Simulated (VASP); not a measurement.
# Zn (Fm-3m) in VASP: a series of runs

Zn is run at these levels: PBE; tasks: single point, relaxation of cell and atoms.

Everything below comes from runs of VASP 6.6.1. Logs are shortened: lines on timing, memory, paths and dates and some standing lists are left out, and cuts for length are marked.

**1. The cell of the first run**

Symmetry: Fm-3m, No. 225, cubic system. The conventional cell has a = 3.922 Å, b = 3.922 Å, c = 3.922 Å, α = 90.00°, β = 90.00°, γ = 90.00°. Within 3.7 Å of Zn (site symmetry m-3m) lie 12 Zn at 2.77 Å.

This isn't the form of Zn at room conditions, which is hcp.

**2. Single point, PBE**

INCAR

```
PREC = Accurate
ENCUT = 500
EDIFF = 1E-6
ISMEAR = -1
SIGMA = 0.05
LREAL = False
LASPH = True
NELM = 120
ALGO = Normal
ISIF = 2
LWAVE = False
LCHARG = True
GGA = PE
LELF = True
LVHAR = True
NBANDS = 12
GGA_COMPAT = False
```

KPOINTS

```
regular mesh
0
Gamma
  10 10 10
```

POSCAR

```
Zn
1.0
    0.0000000000      1.9612094951      1.9612094951
    1.9612094951      0.0000000000      1.9612094951
    1.9612094951      1.9612094951      0.0000000000
Zn
1
Direct
    0.0000000000      0.0000000000      0.0000000000
```

Potentials or basis: VASP PAW PBE potentials, release 64 (Zn).

Started as:

```sh
cat potpaw_PBE.64/Zn/POTCAR > POTCAR
mpirun -np 1 vasp_std > vasp.out
```

OUTCAR:

```text
PREC = Accurate
   ENCUT = 500
   EDIFF = 1E-6
   ISMEAR = -1
   LREAL = False
   LASPH = True
   NELM = 120
   ISIF = 2
   GGA = PE

 ion  position               nearest neighbor table
   1  0.000  0.000  0.000-

  LATTYP: Found a face centered cubic cell.
 ALAT       =     3.9224189902

  Lattice vectors:

 A1 = (   0.0000000000,   1.9612094951,   1.9612094951)
 A2 = (   1.9612094951,   0.0000000000,   1.9612094951)
 A3 = (   1.9612094951,   1.9612094951,   0.0000000000)

Analysis of symmetry for initial positions (statically):
=====================================================================
 Subroutine PRICEL returns:
 Original cell was already a primitive cell.

 Routine SETGRP: Setting up the symmetry group for a
 face centered cubic supercell.

 Subroutine GETGRP returns: Found 48 space group operations
 (whereof 48 operations were pure point group operations)
 out of a pool of 48 trial point group operations.

The static configuration has the point symmetry O_h .

Analysis of symmetry for dynamics (positions and initial velocities):
=====================================================================
 Subroutine PRICEL returns:
 Original cell was already a primitive cell.

 Routine SETGRP: Setting up the symmetry group for a
 face centered cubic supercell.

 Subroutine GETGRP returns: Found 48 space group operations
 (whereof 48 operations were pure point group operations)
 out of a pool of 48 trial point group operations.

The dynamic configuration has the point symmetry O_h .

 Subroutine INISYM returns: Found 48 space group operations
 (whereof 48 operations are pure point group operations),
 and found     1 'primitive' translations

----------------------------------------------------------------------------------------

                                     Primitive cell

  volume of cell :      15.0870

  direct lattice vectors                    reciprocal lattice vectors
     0.000000000  1.961209495  1.961209495    -0.254944717  0.254944717  0.254944717
     1.961209495  0.000000000  1.961209495     0.254944717 -0.254944717  0.254944717
     1.961209495  1.961209495  0.000000000     0.254944717  0.254944717 -0.254944717

  length of vectors
     2.773569067  2.773569067  2.773569067     0.441577203  0.441577203  0.441577203

  position of ions in fractional coordinates (direct lattice)
     0.000000000  0.000000000  0.000000000

  ion indices of the primitive-cell ions
   primitive index   ion index
                 1           1

----------------------------------------------------------------------------------------

 KPOINTS: regular mesh

Automatic generation of k-mesh.
 Grid dimensions read from file:
 generate k-points for:   10   10   10

 Generating k-lattice:

  Cartesian coordinates                     Fractional coordinates (reciprocal lattice)
    -0.025494472  0.025494472  0.025494472     0.100000000  0.000000000  0.000000000
     0.025494472 -0.025494472  0.025494472     0.000000000  0.100000000  0.000000000
     0.025494472  0.025494472 -0.025494472     0.000000000  0.000000000  0.100000000

  Length of vectors
     0.044157720  0.044157720  0.044157720

  Shift w.r.t. Gamma in fractional coordinates (k-lattice)
     0.000000000  0.000000000  0.000000000

 Subroutine IBZKPT returns following result:
 ===========================================

 Found     47 irreducible k-points:

 Following reciprocal coordinates:
            Coordinates               Weight
  0.000000  0.000000  0.000000      1.000000
  0.100000  0.000000  0.000000      8.000000
  0.200000  0.000000  0.000000      8.000000
  0.300000  0.000000  0.000000      8.000000
  0.400000  0.000000  0.000000      8.000000
  0.500000  0.000000  0.000000      4.000000
[... 16 lines left out ...]
  0.300000  0.300000  0.000000      6.000000
  0.400000  0.300000  0.000000     24.000000
 [... further k-points ...]
   k-points           NKPTS =     47   k-points in BZ     NKDIM =     47   number of bands    NBANDS=     12
   number of dos      NEDOS =    301   number of ions     NIONS =      1
   total plane-waves  NPLWV =   8000
   dimension x,y,z NGX =    20 NGY =   20 NGZ =   20
   dimension x,y,z NGXF=    40 NGYF=   40 NGZF=   40
   ions per type =               1
   NGX,Y,Z   is equivalent  to a cutoff of  11.99, 11.99, 11.99 a.u.
   NGXF,Y,Z  is equivalent  to a cutoff of  23.98, 23.98, 23.98 a.u.
 SYSTEM =  unknown system
   PREC   = accura    normal or accurate (medium, high low for compatibility)
   ISTART =      0    job   : 0-new  1-cont  2-samecut
   ICHARG =      2    charge: 1-file 2-atom 10-const
   ISPIN  =      1    spin polarized calculation?
   LNONCOLLINEAR =      F non collinear calculations
   LSORBIT =      F    spin-orbit coupling
   LASPH  =      T    aspherical Exc in radial PAW
   ENCUT  =  500.0 eV  36.75 Ry    6.06 a.u.   5.06  5.06  5.06*2*pi/ulx,y,z
   NELM   =    120;   NELMIN=  2; NELMDL= -5     # of ELM steps
   EDIFF  = 0.1E-05   stopping-criterion for ELM
   LREAL  =      F    real-space projection
   EDIFFG = 0.1E-04   stopping-criterion for IOM
   NSW    =      0    number of steps for IOM
   IBRION =     -1    ionic relax: 0-MD 1-quasi-New 2-CG
   NFREE  =      0    steps in history (QN), initial steepest desc. (CG)
   ISIF   =      2    stress and relaxation
   ISYM   =      2    0-nonsym 1-usesym 2-fastsym
   POTIM  = 0.5000    time-step for ionic-motion
   TEBEG  =    0.0;   TEEND  =   0.0 temperature during run
   PSTRESS=    0.0 pullay stress
   NELECT =      12.0000    total number of electrons
   NUPDOWN=      -1.0000    fix difference up-down
   EMIN   =  10.00;   EMAX   =-10.00  energy-range for DOS
   EFERMI =   0.00;   METHOD = LEGACY
   ISMEAR =    -1;   SIGMA  =   0.05  broadening in eV -4-tet -1-fermi 0-gaus
   EFERMI_NEDOS =   21; number of points for ismear=-14 and -15
   IALGO  =     38    algorithm
   IMIX   =      4    mixing-type and parameters
     AMIX     =   0.40;   BMIX     =  1.00
     AMIX_MAG =   1.60;   BMIX_MAG =  1.00
  volume/ion in A,a.u.               =      15.09       101.81
  Fermi-wavevector in a.u.,A,eV,Ry     =   1.516822  2.866378 31.303587  2.300749
  Thomas-Fermi vector in A             =   2.626160
   LORBIT       =      0    0 simple, 1 ext, 2 COOP (PROOUT), +10 PAW based schemes
   GGA     = PE    functional components
   LHFCALC =     F    Hartree Fock is set to
   AEXX    =    0.0000 exact exchange contribution
   IVDW    =     0    specifies the selected vdW correction
   LEPSILON=     F    determine dielectric tensor
   LRPA    =     F    only Hartree local field effects (RPA)
 non-spin polarized calculation
  energy-cutoff  :      500.00
  volume of cell :       15.09
 maximum number of plane-waves:       392
   NGX = 11   NGY = 11   NGZ = 11

 number of electron      11.9999990 magnetization

 Free energy of the ion-electron system (eV)
  ---------------------------------------------------
  ext. energy  EPLUGINS =         0.00000000
  ---------------------------------------------------
  free energy    TOTEN  =        -1.08605353 eV

  energy without entropy =       -1.08197439  energy(sigma->0) =       -1.08401396

 E-fermi :   3.2903     XC(G=0): -11.6064

 val. band max:        3.2747664401   @ k =  -0.4000   0.4000   0.0000
 cond. band min:       3.4426611626   @ k =  -0.4000   0.3000   0.0000
 fundamental gap:      0.1678947225
 Fermi energy:         3.2902709142

 k-point     1 :       0.0000    0.0000    0.0000
  band No.  band energies     occupation
      1      -7.2761      2.00000
      2      -4.5164      2.00000
      3      -4.5164      2.00000
      4      -4.5164      2.00000
      5      -4.1332      2.00000
      6      -4.1332      2.00000
      7      21.4684      0.00000
      8      21.4684      0.00000
      9      21.4684      0.00000
     10      22.0542      0.00000
     11      24.2374      0.00000
     12      24.2374      0.00000

 k-point     2 :       0.1000    0.0000    0.0000
  band No.  band energies     occupation
      1      -6.9751      2.00000
      2      -4.5387      2.00000
      3      -4.4839      2.00000
      4      -4.4839      2.00000
      5      -4.1412      2.00000
      6      -4.1412      2.00000
      7      17.5453      0.00000
      8      20.6658      0.00000
      9      20.6659      0.00000
     10      21.7887      0.00000
     11      25.5514      0.00000
     12      25.5514      0.00000

 k-point     3 :       0.2000    0.0000    0.0000
  band No.  band energies     occupation
      1      -6.1400      2.00000
      2      -4.5237      2.00000
      3      -4.4354      2.00000
      4      -4.4354      2.00000
      5      -4.1235      2.00000
      6      -4.1235      2.00000
      7      12.7259      0.00000
      8      19.6071      0.00000
      9      19.6071      0.00000
     10      21.4975      0.00000
     11      26.2266      0.00000
     12      26.2266      0.00000

 k-point     4 :       0.3000    0.0000    0.0000
  band No.  band energies     occupation
      1      -5.3604      2.00000
      2      -4.4539      2.00000
      3      -4.4539      2.00000
      4      -4.0181      2.00000
      5      -4.0181      2.00000
      6      -3.8504      2.00000
      7       8.3211      0.00000
      8      18.8893      0.00000
      9      18.8893      0.00000
     10      21.1003      0.00000
     11      24.0635      0.00000
     12      24.0635      0.00000

 k-point     5 :       0.4000    0.0000    0.0000
  band No.  band energies     occupation
      1      -5.2503      2.00000
      2      -4.5006      2.00000
      3      -4.5006      2.00000
      4      -3.8971      2.00000
      5      -3.8971      2.00000
      6      -1.8949      2.00000
      7       4.4463      0.00000
      8      18.5314      0.00000
      9      18.5314      0.00000
     10      20.7403      0.00000
     11      22.6381      0.00000
     12      22.6381      0.00000
[... 228 lines left out ...]
      1      -4.8767      2.00000
      2      -4.5944      2.00000
      3      -4.3514      2.00000
      4      -4.3111      2.00000
      5      -4.0633      2.00000
      6      -1.3913      2.00000
      7       6.6670      0.00000
      8      10.6382      0.00000
      9      17.3740      0.00000
     10      19.4290      0.00000
     11      26.2183      0.00000
     12      26.7804      0.00000

 k-point    22 :      -0.2000    0.2000    0.0000
  band No.  band energies     occupation
      1      -4.9248      2.00000
      2      -4.6723      2.00000
      3      -4.4244      2.00000
      4      -4.2705      2.00000
      5      -4.2346      2.00000
      6      -3.0847      2.00000
      7      10.5121      0.00000
      8      10.9585      0.00000
      9      19.5113      0.00000
     10      21.1086      0.00000
     11      25.3893      0.00000
     12      25.9461      0.00000

 k-point    23 :       0.3000    0.3000    0.0000
  band No.  band energies     occupation
      1      -5.0756      2.00000
      2      -4.9213      2.00000
      3      -4.0627      2.00000
      4      -4.0627      2.00000
      5      -3.9557      2.00000
      6      -3.0905      2.00000
      7      13.1869      0.00000
      8      13.5735      0.00000
      9      13.5735      0.00000
     10      16.3629      0.00000
     11      17.4087      0.00000
     12      35.6279      0.00000

 k-point    24 :       0.4000    0.3000    0.0000
  band No.  band energies     occupation
      1      -5.0442      2.00000
      2      -4.9608      2.00000
      3      -4.0660      2.00000
      4      -4.0415      2.00000
      5      -3.8630      2.00000
      6      -1.5977      2.00000
      7      10.2789      0.00000
      8      10.8808      0.00000
      9      12.9560      0.00000
     10      16.4719      0.00000
     11      19.1337      0.00000
     12      33.6639      0.00000

 [... further k-points ...]

------------------------ aborting loop because EDIFF is reached ----------------------------------------

  FORCE on cell =-STRESS in cart. coord.  units (eV):
  Direction    XX          YY          ZZ          XY          YZ          ZX
  --------------------------------------------------------------------------------------
  -------------------------------------------------------------------------------------
  Total        0.0394244      0.0394244      0.0394244     -0.0000000     -0.0000000     -0.0000000
  in kB        4.1867194      4.1867194      4.1867194     -0.0000000     -0.0000000     -0.0000000
  external PRESSURE =       4.1867194 kB  Pullay stress =       0.0000000 kB

 VOLUME and BASIS-vectors are now :
 -----------------------------------------------------------------------------
  energy-cutoff  :      500.00
  volume of cell :       15.09
      direct lattice vectors                 reciprocal lattice vectors
     0.000000000  1.961209495  1.961209495    -0.254944717  0.254944717  0.254944717
     1.961209495  0.000000000  1.961209495     0.254944717 -0.254944717  0.254944717
     1.961209495  1.961209495  0.000000000     0.254944717  0.254944717 -0.254944717

 POSITION                                       TOTAL-FORCE (eV/Angst)
 -----------------------------------------------------------------------------------
      0.00000      0.00000      0.00000         0.000000     -0.000000      0.000000
 -----------------------------------------------------------------------------------
    total drift:                                0.000000      0.000000      0.000000

  FREE ENERGIE OF THE ION-ELECTRON SYSTEM (eV)
  ---------------------------------------------------
  free  energy   TOTEN  =        -1.0860535312 eV

  energy  without entropy=       -1.0819743928  energy(sigma->0) =       -1.08401396
```

Run time: 4.4 s. Hardware: 1 thread of Intel Xeon 6975P-C (Granite Rapids), shared host; peak memory 0.12 GiB.

Results:

```yaml
Free_energy: -1.0861 eV
Pressure: 0.4 GPa
Band_gap_on_the_k_mesh: zero (bands 6 and 7 overlap by 2.55 eV)
```

Levels at points of the mesh, in eV from the Fermi level:
| k point | band 2 | band 3 | band 4 | band 5 | band 6 | band 7 | band 8 | band 9 | band 10 | band 11 |
| --- | --- | --- | --- | --- | --- | --- | --- | --- | --- | --- |
| (0.00, 0.00, 0.00) | -7.81 | -7.81 | -7.81 | -7.42 | -7.42 | 18.18 | 18.18 | 18.18 | 18.76 | 20.95 |
| (0.50, 0.00, 0.00) | -7.81 | -7.81 | -7.14 | -7.14 | -3.09 | -1.54 | 15.15 | 15.15 | 17.30 | 18.84 |
| (0.50, 0.50, 0.00) | -8.42 | -7.15 | -7.06 | -7.06 | -1.18 | 1.58 | 8.29 | 8.29 | 11.95 | 13.13 |

**3. Relaxation of cell and atoms, PBE**

This run uses another cell than the first one, of 15.29 Å³/atom.

INCAR

```
SYSTEM = Zn
ALGO = Normal
EDIFF = 1E-7
EDIFFG = -0.01
ENCUT = 500
GGA = PE
GGA_COMPAT = .FALSE.
IBRION = 2
ISIF = 3
ISMEAR = -1
LASPH = .TRUE.
LCHARG = .FALSE.
LREAL = .FALSE.
LWAVE = .FALSE.
NELM = 120
NELMIN = 4
NSW = 50
PREC = Accurate
SIGMA = 0.05
```

KPOINTS

```
k-points
0
G
  10 10 10
  0 0 0
```

POSCAR

```
Zn
1.0
    0.0000000000      1.9700000000      1.9700000000
    1.9700000000      0.0000000000      1.9700000000
    1.9700000000      1.9700000000      0.0000000000
Zn
1
Direct
    0.0000000000      0.0000000000      0.0000000000
```

Potentials or basis: VASP PAW PBE potentials, release 64 (Zn).

Started as:

```sh
cat potpaw_PBE.64/Zn/POTCAR > POTCAR
mpirun -np 1 vasp_std > vasp.out
```

Run time: 7 s. Hardware: 1 thread of Intel Xeon 6975P-C (Granite Rapids), shared host; peak memory 0.12 GiB.

The run converged. Its results:

| Item | Value |
| --- | --- |
| Free energy | -1.0861 eV |
| Relaxed volume | 15.17 Å³/atom |
| Relaxed cell | a = 2.779 Å, b = 2.779 Å, c = 2.779 Å, α = 60.00°, β = 60.00°, γ = 60.00° |
| Space group after relaxing (to 0.1 Å) | Fm-3m (No. 225) |
| Energy gained by relaxing | 0.2 meV/atom |
| Ionic steps | 2 |
| Pressure after relaxing | 0.0 GPa |
| Band gap on the k mesh | zero (bands 6 and 7 overlap by 2.56 eV) |

The path:
```tsv
step	energy change (eV)	largest force (eV/Å)	pressure (GPa)	volume (Å³)
1	0.0000	0.0000	-0.57	15.29
2	-0.0002	0.0000	-0.05	15.17
```

Final structure:
```
Zn
1.0
     0.00000    1.96483    1.96483
     1.96483    0.00000    1.96483
     1.96483    1.96483    0.00000
Zn
1
Direct
  0.00000 0.00000 0.00000
```

Levels at points of the mesh, in eV from the Fermi level:
| k point | band 4 | band 5 | band 6 | band 7 | band 8 | band 9 |
| --- | --- | --- | --- | --- | --- | --- |
| (0.00, 0.00, 0.00) | -7.79 | -7.41 | -7.41 | 18.10 | 18.10 | 18.10 |
| (0.50, 0.00, 0.00) | -7.13 | -7.13 | -3.07 | -1.55 | 15.08 | 15.08 |
| (0.50, 0.50, 0.00) | -7.06 | -7.06 | -1.16 | 1.56 | 8.26 | 8.26 |

**4. Relaxation of cell and atoms, PBE, target pressure 5 GPa, at which the enthalpy is minimised**

This run uses another cell than the first one, of 15.29 Å³/atom.

INCAR

```
PREC     = Accurate       # precision mode
ENCUT    = 500            # plane-wave cutoff, eV
EDIFF    = 1E-7           # SCF threshold, eV
ISMEAR   = -1             # smearing method
SIGMA    = 0.05           # smearing width, eV
LREAL    = F              # projectors in reciprocal space
LASPH    = T              # aspherical terms in the spheres
NELM     = 120            # most SCF steps
ALGO     = Normal         # electronic algorithm
ISIF     = 3              # what is computed and relaxed
LWAVE    = F              # write WAVECAR
LCHARG   = F              # write CHGCAR
GGA      = PE             # functional
IBRION   = 2              # ionic algorithm
NSW      = 50             # ionic steps
EDIFFG   = -0.01          # ionic threshold
PSTRESS  = 50.0         
GGA_COMPAT= F            
NELMIN   = 4
```

KPOINTS

```
regular mesh
0
Gamma
  10 10 10
```

POSCAR is that of step 3.

Started as:

```sh
cat potpaw_PBE.64/Zn/POTCAR > POTCAR
mpirun -np 1 vasp_std > vasp.out
```

It took 7.4 s on 1 thread of Intel Xeon 6975P-C (Granite Rapids), shared host; peak memory 0.12 GiB.

It converged, with:

```
Free energy                                                : -1.0727 eV
Relaxed volume                                             : 14.25 Å³/atom
Relaxed cell                                               : a = 2.721 Å, b = 2.721 Å, c = 2.721 Å, α = 60.00°, β = 60.00°, γ = 60.00°
Space group after relaxing (to 0.1 Å)                      : Fm-3m (No. 225)
Energy change on relaxing (the run minimises the enthalpy) : +13.2 meV/atom
Ionic steps                                                : 3
Pressure after relaxing                                    : 5.0 GPa
Band gap on the k mesh                                     : zero (bands 6 and 7 overlap by 2.44 eV)
```

The path:
| step | energy change (eV) | largest force (eV/Å) | pressure (GPa) | volume (Å³) |
| --- | --- | --- | --- | --- |
| 1 | 0.0000 | 0.0000 | -0.57 | 15.29 |
| 2 | 0.0166 | 0.0000 | 5.69 | 14.14 |
| 3 | 0.0132 | 0.0000 | 5.04 | 14.25 |

Final structure:
```cif
data_structure
_symmetry_space_group_name_H-M 'P 1'
_symmetry_Int_Tables_number 1
_cell_length_a 2.7210
_cell_length_b 2.7210
_cell_length_c 2.7210
_cell_angle_alpha 60.000
_cell_angle_beta 60.000
_cell_angle_gamma 60.000
_cell_volume 14.25
loop_
_atom_site_label
_atom_site_type_symbol
_atom_site_fract_x
_atom_site_fract_y
_atom_site_fract_z
_atom_site_occupancy
Zn1 Zn 0.00000 0.00000 0.00000 1
```

Levels at points of the mesh, in eV from the Fermi level:
```csv
k point,band 2,band 3,band 4,band 5,band 6,band 7,band 8,band 9,band 10
"(0.00, 0.00, 0.00)",-7.95,-7.95,-7.95,-7.53,-7.53,19.01,19.01,19.01,19.21
"(0.50, 0.00, 0.00)",-7.96,-7.96,-7.21,-7.21,-3.33,-1.43,15.85,15.85,17.71
"(0.50, 0.50, 0.00)",-8.64,-7.22,-7.13,-7.13,-1.31,1.82,8.60,8.60,12.34
```

Caveat: the cell is relaxed towards a set pressure, so the run minimises the enthalpy, not the energy.

**5. The runs side by side**

```tsv
task	cell	gap on the mesh (eV)	pressure (GPa)
single point	a = 2.774 Å, angles 60.0°, 1 atom	none	0.4
relaxation of cell and atoms	relaxed from a = 2.786 Å, angles 60.0°, 1 atom	none	0.0
relaxation of cell and atoms	relaxed to 5 GPa from a = 2.786 Å, angles 60.0°, 1 atom	none	5.0
```

Alike in all rows: level PBE; potentials or basis VASP PAW PBE potentials, release 64 (Zn); no spin polarisation; k mesh 10 × 10 × 10; cutoff (eV) 500; smearing fermi-dirac 0.05 eV.

Caveats: the cell is relaxed towards a set pressure, so the run minimises the enthalpy, not the energy (at least some runs).

Absolute energies hang on the potentials; compare differences alone.
